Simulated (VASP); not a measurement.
Here is a VASP 6.6.1 calculation.

Contents of INCAR:

```
SYSTEM = TaN
PREC = Accurate
ENCUT = 520
EDIFF = 1E-7
ISMEAR = -1
SIGMA = 0.05
LREAL = .False.
LASPH = .True.
NELM = 80
ALGO = Normal
ISIF = 2
LWAVE = .False.
LCHARG = .False.
GGA = PE
NBANDS = 15
```

KPOINTS

```
Automatic mesh
0
Gamma
  15 15 13
  0 0 0
```

The input POSCAR:

```
TaN
1.0
    2.5161187071      0.0000000000      0.0000000000
   -1.2580593536      2.1790227193      0.0000000000
    0.0000000000      0.0000000000      2.5495513361
Ta N
1 1
Direct
    0.0000000000      0.0000000000      0.0000000000
    0.3333333333      0.6666666667      0.5000000000
```

Potentials or basis: VASP PAW PBE potentials, release 64 (Ta_pv, N).

The run is started by

```console
$ cat potpaw_PBE.64/Ta_pv/POTCAR potpaw_PBE.64/N/POTCAR > POTCAR
$ mpirun -np 1 vasp_std > vasp.out
```

Question: What does it give for the pressure?

Answer: 389.2 GPa.

Question: What does it give for the band gap on the k mesh?

Answer: Zero (band 8 reaches 14.76 eV, above the bottom of band 9 at 13.00 eV).

Stress tensor (GPa, compression positive):
```
388.82   0.00   0.00
  0.00 388.82   0.00
  0.00   0.00 389.99
```

Caveat: spin-orbit coupling is left out, which moves the levels of the heavy elements.
